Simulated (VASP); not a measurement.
C:

```
C
1.0
     0.00000    1.70892    1.70892
     1.70892    0.00000    1.70892
     1.70892    1.70892    0.00000
C
2
Cartesian
  0.0000 0.0000 0.0000
  0.8545 0.8545 0.8545
```

This cell differs from its parent crystal: strain -4.0%.

Base run:

| Property | Result |
| --- | --- |
| Program | VASP 6.6.1 |
| Functional | r2SCAN |
| Potentials or basis | VASP PAW PBE potentials, release 64 (C) |
| Cutoff | 520 eV |
| k mesh | 12 × 12 × 12 |
| Occupations | gaussian, width 0.01 eV |
| Spin | no spin polarisation |

Its results: band gap on the k mesh 4.65 eV, indirect (least direct gap 6.19 eV); pressure 70.6 GPa.

Problem. The run is repeated on the same cell with these changes: functional from r2SCAN to PBE; occupations from gaussian, width 0.01 eV to fermi-dirac, width 0.02 eV. What comes out?

Solution. Band gap on the k mesh 4.46 eV, indirect (least direct gap 5.94 eV); pressure 74.0 GPa.

Caveats: the PAW data sets were made with another functional, which shifts forces and pressure a little (some runs).

A k mesh can miss the band edges.
